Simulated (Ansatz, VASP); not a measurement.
**Al2H in VASP and in Ansatz**

```
CELL_PARAMETERS angstrom
2.19957 1.26992 4.10108
-2.19957 1.26992 4.10108
0.00000 -2.53984 4.10108
ATOMIC_POSITIONS crystal
Al 0.13884 0.13884 0.13884
Al 0.86116 0.86116 0.86116
H 0.00000 0.00000 0.00000
```

Alike in both runs: functional PBE; k mesh 6 × 6 × 6; occupations gaussian, width 0.2 eV; no spin polarisation.

Ansatz relaxed the structure, and its values are those at the end. VASP's run is a single point on that final structure, the one shown.

|  | VASP | Ansatz |
| --- | --- | --- |
| version | VASP 6.6.1 | Ansatz 0.2.0 |
| potentials or method | VASP PAW PBE potentials, release 64 (Al, H), cutoff 500 eV | scalar-relativistic, plane waves, PAW |
| valence electrons in the cell | 7 | 7 |

|  | VASP | Ansatz | Ansatz less VASP |
| --- | --- | --- | --- |
| gap on the k mesh at the Fermi level (eV) | none | none | - |
| pressure (GPa) | -0.1 | -0.1 | +0.07 |
| rms of the force components (eV/Å) | 0.011 | 0.014 | +0.0028 |

A gap of «none» marks a metal or a gap that the smearing closes. With one functional, cell and mesh, what is left measures potentials, basis and numerics.
